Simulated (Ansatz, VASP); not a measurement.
**Al3C2: VASP beside Ansatz**

```
CELL_PARAMETERS angstrom
1.56532 0.90374 6.77365
-1.56532 0.90374 6.77365
0.00000 -1.80748 6.77365
ATOMIC_POSITIONS crystal
Al 0.00000 0.00000 0.00000
Al 0.22829 0.22829 0.22829
Al 0.77171 0.77171 0.77171
C 0.39499 0.39499 0.39499
C 0.60501 0.60501 0.60501
```

Change from the starting cell: species swapped into the Bi2Se3 type (R-3m, No. 166).

Alike in both runs: functional PBE; k mesh 6 × 6 × 6; occupations gaussian, width 0.1 eV; no spin polarisation.

Ansatz relaxed the structure, and its values are those at the end. VASP's run is a single point on that final structure, the one shown.

```csv
,VASP,Ansatz
version,VASP 6.6.1,Ansatz 0.2.0
potentials or method,"VASP PAW PBE potentials, release 64 (Al, C), cutoff 520 eV","scalar-relativistic, plane waves, PAW"
valence electrons in the cell,17,17
```

```tsv
	VASP	Ansatz	Ansatz less VASP
gap on the k mesh at the Fermi level (eV)	none	none	-
pressure (GPa)	-0.1	0.0	+0.06
rms of the force components (eV/Å)	0.005	0.004	-0.0006
```

A gap of «none» marks a metal or a gap that the smearing closes.

The k mesh is coarse, so the values compare programs but aren't converged.
